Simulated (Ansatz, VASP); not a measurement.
# NbAs: VASP beside Ansatz

```
CELL_PARAMETERS angstrom
2.60607 0.00000 0.00000
0.00000 2.60607 0.00000
0.00000 0.00000 2.60607
ATOMIC_POSITIONS crystal
Nb 0.00000 0.00000 0.00000
As 0.50000 0.50000 0.50000
```

Change from the starting cell: volume scaled by 0.55, LAPW.

Alike in both runs: task single point; functional PBEsol; k mesh 13 × 13 × 13; occupations fermi-dirac, width 0.1 eV; no spin polarisation.

|  | VASP | Ansatz |
| --- | --- | --- |
| version | VASP 6.6.1 | Ansatz 0.2.0 |
| potentials or method | VASP PAW PBE potentials, release 64 (Nb_sv, As), cutoff 500 eV | all-electron LAPW, scalar-relativistic |

|  | VASP | Ansatz | Ansatz less VASP |
| --- | --- | --- | --- |
| pressure (GPa) | 392.9 | 386.9 | -6.00 |

VASP's potentials were made for PBE, not for PBEsol. Both programs put the cell under a high pressure, so it lies far from rest at this level. Ansatz ran all-electron here, and VASP with PAW potentials.

Noted on VASP's run: the cell as given lies far from equilibrium.
